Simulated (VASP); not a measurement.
The system is LuCd.

```
Lu Cd
1.0
     3.64099    0.00000    0.00000
     0.00000    3.64099    0.00000
     0.00000    0.00000    3.64099
Lu Cd
1 1
Direct
  0.50000 0.50000 0.50000
  0.00000 0.00000 0.00000
```

```yaml
Program: VASP 6.6.1
Task: relaxation of cell and atoms
Functional: PBEsol
Potentials_or_basis: VASP PAW PBE potentials, release 64 (Lu, Cd)
Cutoff: 600 eV
k_mesh: 10 × 10 × 10
Occupations: fermi-dirac, width 0.1 eV
Spin: no spin polarisation
```

At the start: pressure -1.6 GPa; volume 24.13 Å³/atom.

**Question.** Where does the relaxation end?

**Answer.** Over 13 steps the energy falls by 3.0 meV/atom and the volume is 23.56 Å³/atom (-2.4 %); space group Pm-3m (No. 221, to 0.1 Å) before and after.

The path:
| step | energy change (eV) | largest force (eV/Å) | pressure (GPa) | volume (Å³) |
| --- | --- | --- | --- | --- |
| 1 | 0.0000 | 0.0000 | -1.63 | 48.27 |
| 2 | -0.0048 | 0.0000 | 0.79 | 46.57 |
| 3 | -0.0061 | 0.0000 | 0.04 | 47.10 |
| 4 | -0.0061 | 0.0000 | 0.04 | 47.12 |
| 5 | -0.0045 | 0.0000 | -0.83 | 47.69 |
| 6 | -0.0061 | 0.0000 | -0.12 | 47.15 |
| 7 | -0.0061 | 0.0000 | -0.12 | 47.14 |
| 8 | -0.0061 | 0.0000 | -0.10 | 47.12 |
| 9 | -0.0061 | 0.0000 | -0.02 | 47.12 |
| 10 | -0.0061 | 0.0000 | -0.02 | 47.12 |
| 11 | -0.0061 | 0.0000 | -0.04 | 47.12 |
| 12 | -0.0061 | 0.0000 | -0.03 | 47.12 |
| 13 | -0.0061 | 0.0000 | -0.01 | 47.11 |

Final structure:
```
Lu Cd
1.0
     3.61173    0.00000    0.00000
     0.00000    3.61173    0.00000
     0.00000    0.00000    3.61173
Lu Cd
1 1
Direct
  0.50000 0.50000 0.50000
  0.00000 0.00000 0.00000
```

Caveat: the PAW data sets were made with another functional, which shifts forces and pressure a little.
